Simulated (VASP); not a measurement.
A run of VASP 6.6.1 is set up as follows.

The input INCAR:

```
PREC = Accurate
ENCUT = 520
EDIFF = 1E-7
ISMEAR = 0
SIGMA = 0.01
LREAL = F
LASPH = T
NELM = 60
ALGO = Normal
ISIF = 2
LWAVE = F
LCHARG = F
GGA = PE
NBANDS = 11
```

The input KPOINTS:

```
regular mesh
0
Gamma
  10 10 10
```

Contents of POSCAR:

```
BN
1.0
    0.0000000000      1.8302083101      1.8302083101
    1.8302083101      0.0000000000      1.8302083101
    1.8302083101      1.8302083101      0.0000000000
B N
1 1
Direct
    0.0000000000      0.0000000000      0.0000000000
    0.2500000000      0.2500000000      0.2500000000
```

Potentials or basis: VASP PAW PBE potentials, release 64 (B, N).

Launch:

```sh
$ cat potpaw_PBE.64/B/POTCAR potpaw_PBE.64/N/POTCAR > POTCAR
$ mpirun -np 1 vasp_std > vasp.out
```

Q: Estimate the band gap on the k mesh.

A: 4.42 eV, indirect (least direct gap 8.64 eV).

Q: What does it give for the pressure?

A: -10.2 GPa.

 A k mesh can miss the band edges.
